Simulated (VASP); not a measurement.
# NaI in VASP: a series of runs, part 2 of 2

VASP 6.6.1. Earlier steps stand in the parts before.

## 3. Single point, PBE (uniaxial z strain -0.5%)

The input, INCAR:

```
PREC = Accurate
ENCUT = 520
EDIFF = 1E-7
ISMEAR = -1
SIGMA = 0.02
LREAL = F
LASPH = T
NELM = 80
ALGO = Normal
ISIF = 2
LWAVE = F
LCHARG = F
GGA = PE
NBANDS = 14
```

The input, KPOINTS:

```
Automatic mesh
0
Gamma
  8 8 8
```

The input, POSCAR:

```
NaI
1.0
    0.0000000000      3.2297205115      3.2135719090
    3.2297205115      0.0000000000      3.2135719090
    3.2297205115      3.2297205115      0.0000000000
Na I
1 1
Direct
    0.0000000000      0.0000000000      0.0000000000
    0.5000000000      0.5000000000      0.5000000000
```

Potentials or basis: VASP PAW PBE potentials, release 64 (Na_pv, I).

The run is started by

```console
cat potpaw_PBE.64/Na_pv/POTCAR potpaw_PBE.64/I/POTCAR > POTCAR
mpirun -np 1 vasp_std > vasp.out
```

OUTCAR:

```text
PREC = Accurate
   ENCUT = 520
   EDIFF = 1E-7
   ISMEAR = -1
   LREAL = F
   LASPH = T
   NELM = 80
   ISIF = 2
   GGA = PE

 ion  position               nearest neighbor table
   1  0.000  0.000  0.000-
   2  0.500  0.500  0.500-

  LATTYP: Found a body centered tetragonal cell.
 ALAT       =     4.5675145500
 C/A-ratio  =     1.4071424946

  Lattice vectors:

 A1 = (   0.0000000000,  -3.2297205115,  -3.2135719090)
 A2 = (   0.0000000000,   3.2297205115,  -3.2135719090)
[... 582 lines left out ...]
      7       0.5352      2.00000
      8       6.3601      0.00000
      9       7.9700      0.00000
     10       8.4751      0.00000
     11       9.0121      0.00000
     12      10.9632      0.00000
     13      12.0032      0.00000
     14      12.0664      0.00000

 [... further k-points ...]
[... 5 lines left out ...]
  --------------------------------------------------------------------------------------
  -------------------------------------------------------------------------------------
  Total        0.2433361      0.2433361      0.3008998      0.0000000     -0.0000000      0.0000000
  in kB        5.8152603      5.8152603      7.1909232      0.0000000     -0.0000000      0.0000000
  external PRESSURE =       6.2738146 kB  Pullay stress =       0.0000000 kB

 VOLUME and BASIS-vectors are now :
 -----------------------------------------------------------------------------
  energy-cutoff  :      520.00
  volume of cell :       67.04
      direct lattice vectors                 reciprocal lattice vectors
     0.000000000  3.229720512  3.213571909    -0.154812157  0.154812157  0.155590108
     3.229720512  0.000000000  3.213571909     0.154812157 -0.154812157  0.155590108
     3.229720512  3.229720512  0.000000000     0.154812157  0.154812157 -0.155590108

 POSITION                                       TOTAL-FORCE (eV/Angst)
 -----------------------------------------------------------------------------------
      0.00000      0.00000      0.00000         0.000000     -0.000000      0.000000
      3.22972      3.22972      3.21357        -0.000000      0.000000     -0.000000
 -----------------------------------------------------------------------------------
    total drift:                                0.000000      0.000000      0.000000

  FREE ENERGIE OF THE ION-ELECTRON SYSTEM (eV)
  ---------------------------------------------------
  free  energy   TOTEN  =        -5.3824398047 eV

  energy  without entropy=       -5.3824398047  energy(sigma->0) =       -5.38243980
```

OSZICAR:

```text
N       E                     dE             d eps       ncg     rms          rms(c)
DAV:   1     0.819570778295E+02    0.81957E+02   -0.65780E+03  1658   0.886E+02
DAV:   2     0.974160572955E+00   -0.80983E+02   -0.74938E+02  1750   0.222E+02
DAV:   3    -0.529651949911E+01   -0.62707E+01   -0.62319E+01  2180   0.597E+01
DAV:   4    -0.544452214436E+01   -0.14800E+00   -0.14797E+00  1978   0.955E+00
DAV:   5    -0.544853054363E+01   -0.40084E-02   -0.40083E-02  2290   0.152E+00    0.164E+00
DAV:   6    -0.538884938373E+01    0.59681E-01   -0.69296E-02  1994   0.154E+00    0.111E+00
DAV:   7    -0.538044527376E+01    0.84041E-02   -0.63800E-02  2162   0.130E+00    0.609E-01
DAV:   8    -0.538245976691E+01   -0.20145E-02   -0.52358E-03  1934   0.573E-01    0.178E-01
DAV:   9    -0.538242519956E+01    0.34567E-04   -0.20812E-04  2042   0.126E-01    0.390E-02
DAV:  10    -0.538243858815E+01   -0.13389E-04   -0.35186E-05  1982   0.605E-02    0.105E-02
DAV:  11    -0.538243946204E+01   -0.87389E-06   -0.41588E-06  2114   0.199E-02    0.191E-03
DAV:  12    -0.538243977163E+01   -0.30959E-06   -0.56030E-07  1988   0.494E-03    0.106E-03
DAV:  13    -0.538243980471E+01   -0.33084E-07   -0.97858E-09  1660   0.992E-04
   1 F= -.53824398E+01 E0= -.53824398E+01  d E =-.290281E-10
```

Wall time 77 s (1 thread of Intel Xeon Platinum 8375C at 2.90GHz (Ice Lake), shared host); peak memory 0.23 GiB.

What came out:

```yaml
Free_energy: -5.3824 eV
Pressure: 0.6 GPa
Band_gap_on_the_k_mesh: 3.67 eV, direct
```

Stress tensor (GPa, compression positive):
```
0.58 0.00 0.00
0.00 0.58 0.00
0.00 0.00 0.72
```

Caveat: the cell differs from its parent crystal (uniaxial z strain -0.5%); spin-orbit coupling is left out, which moves the levels of the heavy elements.

## 4. Single point, PBE (uniaxial x strain +5.0%)

The input, INCAR:

```
PREC = Accurate
ENCUT = 520
EDIFF = 1E-6
ISMEAR = -1
SIGMA = 0.02
LREAL = F
LASPH = T
NELM = 60
ALGO = Normal
ISIF = 2
LWAVE = F
LCHARG = F
GGA = PE
NBANDS = 14
```

The input, KPOINTS:

```
regular mesh
0
Gamma
  8 8 8
```

The input, POSCAR:

```
NaI
1.0
    0.0000000000      3.2297205115      3.2297205115
    3.3912065371      0.0000000000      3.2297205115
    3.3912065371      3.2297205115      0.0000000000
Na I
1 1
Direct
    0.0000000000      0.0000000000      0.0000000000
    0.5000000000      0.5000000000      0.5000000000
```

The run is started by

```console
cat potpaw_PBE.64/Na_pv/POTCAR potpaw_PBE.64/I/POTCAR > POTCAR
mpirun -np 1 vasp_std > vasp.out
```

Run time: 72 s. Hardware: 1 thread of Intel Xeon Platinum 8375C at 2.90GHz (Ice Lake), shared host; peak memory 0.23 GiB.

Results (log left out):

```
Free energy            : -5.3803 eV
Pressure               : -0.1 GPa
Band gap on the k mesh : 3.51 eV, direct
```

Stress tensor (GPa, compression positive):
```
-0.74  0.00  0.00
 0.00  0.14  0.00
 0.00  0.00  0.14
```

Levels at points of the mesh, in eV from the valence-band top:
| k point | band 5 | band 6 | band 7 | band 8 | band 9 | band 10 |
| --- | --- | --- | --- | --- | --- | --- |
| (0.00, 0.00, 0.00) | -0.05 | -0.05 | 0.00 | 3.51 | 7.70 | 8.01 |
| (0.50, 0.00, 0.00) | -2.07 | -0.33 | -0.25 | 5.05 | 7.22 | 7.56 |
| (0.50, 0.50, 0.00) | -1.80 | -0.85 | -0.66 | 4.42 | 5.57 | 9.69 |
| (0.00, 0.50, 0.50) | -1.80 | -0.65 | -0.65 | 4.47 | 5.67 | 9.33 |

Caveat: the cell differs from its parent crystal (uniaxial x strain +5.0%); spin-orbit coupling is left out, which moves the levels of the heavy elements. A k mesh can miss the band edges.

## 5. The runs side by side

```csv
level,cell,smearing,gap on the mesh (eV),pressure (GPa)
r2SCAN,"a = 4.385 Å, angles 60.0°, 2 atoms",gaussian 0.01 eV,4.88,2.7
PBE,"a = 4.556, b = 4.556, c = 4.568 Å, angles 59.9, 59.9, 60.2°, 2 atoms",fermi-dirac 0.02 eV,3.67,0.6
PBE,"a = 4.568, b = 4.683, c = 4.683 Å, angles 58.4, 60.8, 60.8°, 2 atoms",fermi-dirac 0.02 eV,3.51,-0.1
```

Alike in all rows: task single point; potentials or basis VASP PAW PBE potentials, release 64 (Na_pv, I); no spin polarisation; k mesh 8 × 8 × 8; cutoff (eV) 520.

Caveats: spin-orbit coupling is left out, which moves the levels of the heavy elements; the PAW data sets were made with another functional, which shifts forces and pressure a little (some runs).

Total energies depend on the potentials used, so only differences within one code and one set of settings carry meaning.
